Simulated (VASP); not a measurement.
Wanted: the native input for a VASP 6.6.1 run.

* Task: single point
* Functional: PBE
* Potentials or basis: VASP PAW PBE potentials, release 64 (C)
* Cutoff: 520 eV
* k mesh: 12 × 12 × 12
* Occupations: gaussian, width 0.05 eV
* Spin: no spin polarisation
* Dipole correction: no
* Further INCAR settings: ALGO = Normal; EDIFF = 1e-06; NBANDS = 11

The structure of C lies in POSCAR:

```
C
1.0
    0.0000000000      1.8442281970      1.6745592029
    1.8442281970      0.0000000000      1.6745592029
    1.8442281970      1.8442281970      0.0000000000
C
2
Direct
    0.5000000000      0.5000000000      0.5000000000
    0.7500000000      0.7500000000      0.7500000000
```

This cell differs from its parent crystal: volume 5.695 Å^3 an atom, c/a of the conventional cell 0.9080.

One way to write it, as run:

INCAR

```
PREC = Accurate
ENCUT = 520
EDIFF = 1E-6
ISMEAR = 0
SIGMA = 0.05
LREAL = F
LASPH = T
NELM = 100
ALGO = Normal
ISIF = 2
LWAVE = F
LCHARG = F
GGA = PE
NBANDS = 11
```

KPOINTS

```
regular mesh
0
Gamma
  12 12 12
```

Potentials or basis: VASP PAW PBE potentials, release 64 (C).

Run with:

```bash
$ cat potpaw_PBE.64/C/POTCAR > POTCAR
$ mpirun -np 1 vasp_std > vasp.out
```

Results of the run:

The pressure is 0.8 GPa and the band gap on the k mesh is 1.81 eV, indirect (least direct gap 4.01 eV).

Wall time 25 s on 1 thread of Intel Xeon 8259CL (shared host), peak memory 0.13 GiB.
